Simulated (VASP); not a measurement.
The system is Na3LiB5.

```
Na Li B
1.0
     4.80121    0.00000    0.00000
     0.00000    4.80121    0.00000
     0.00000    0.00000    4.29610
Na Li B
3 1 5
Direct
  0.50000 0.50000 0.50000
  0.00000 0.50000 0.19137
  0.50000 0.00000 0.80863
  0.00000 0.00000 0.00000
  0.19699 0.50000 0.81150
  0.80301 0.50000 0.81150
  0.50000 0.80301 0.18850
  0.50000 0.19699 0.18850
  0.00000 0.00000 0.50000
```

```yaml
Program: VASP 6.6.1
Task: relaxation of cell and atoms
Functional: PBE
Potentials_or_basis: VASP PAW PBE potentials, release 64 (Na_pv, Li_sv, B)
Cutoff: 600 eV
k_mesh: 4 × 4 × 4
Occupations: gaussian, width 0.1 eV
Spin: no spin polarisation
```

At the start: pressure 30.3 GPa; volume 11.00 Å³/atom.

Where does the relaxation end?

Over 51 steps the energy falls by 1644.6 meV/atom and the volume is 13.86 Å³/atom (+26.0 %); space group P-4m2 (No. 115, to 0.05 Å).

Step by step:
```csv
step,energy change (eV),largest force (eV/Å),pressure (GPa),volume (Å³)
1,0.0000,8.4312,30.30,99.03
3,-8.7659,2.2285,-1.02,134.77
5,-8.8650,1.5302,-1.99,141.63
7,-9.0082,0.6311,-0.35,140.27
9,-9.3058,0.3802,-0.98,136.28
11,-9.3861,0.4003,-1.05,133.90
13,-9.5218,0.6632,-0.94,129.56
15,-12.1284,3.1259,11.48,99.74
17,-11.5312,4.8735,23.96,94.23
19,-11.5849,4.9460,21.49,95.53
21,-11.6168,4.7623,22.84,94.81
23,-11.6240,4.6060,24.00,94.23
25,-11.6986,4.4576,23.53,94.44
27,-12.0112,3.8275,21.52,95.37
29,-12.9360,1.8117,14.90,99.17
31,-13.6725,1.6743,3.35,115.32
33,-13.7821,0.9015,4.94,110.62
35,-13.9944,0.5467,1.54,115.16
37,-14.2064,0.7875,-2.38,123.02
39,-14.7132,0.4538,-1.15,129.81
41,-14.7152,0.4601,-1.23,129.44
43,-14.7482,0.2679,0.68,125.87
45,-14.7751,0.3053,0.09,125.50
47,-14.7974,0.0930,-0.34,125.39
49,-14.8005,0.0465,-0.06,124.95
51,-14.8014,0.0383,-0.01,124.75
```

Final structure:
```
Na Li B
1.0
     4.08691    0.00000    0.00000
     0.00000    4.08691    0.00000
     0.00000    0.00000    7.46867
Na Li B
3 1 5
Direct
  0.50000 0.50000 0.50000
  0.00000 0.50000 0.27362
  0.50000 0.00000 0.72638
  0.00000 0.00000 0.00000
  0.21885 0.50000 0.96448
  0.78115 0.50000 0.96448
  0.50000 0.78115 0.03552
  0.50000 0.21885 0.03552
  0.00000 0.00000 0.50000
```

Caveat: the k points lie up to 0.38 Å⁻¹ apart in the final cell; the cutoff is under 1.25 times the usual one of these potentials, so pressure, stress and relaxed cells hold a basis-set (Pulay) error; the volume moved by over 15 % at a fixed basis, so the end points are rough.
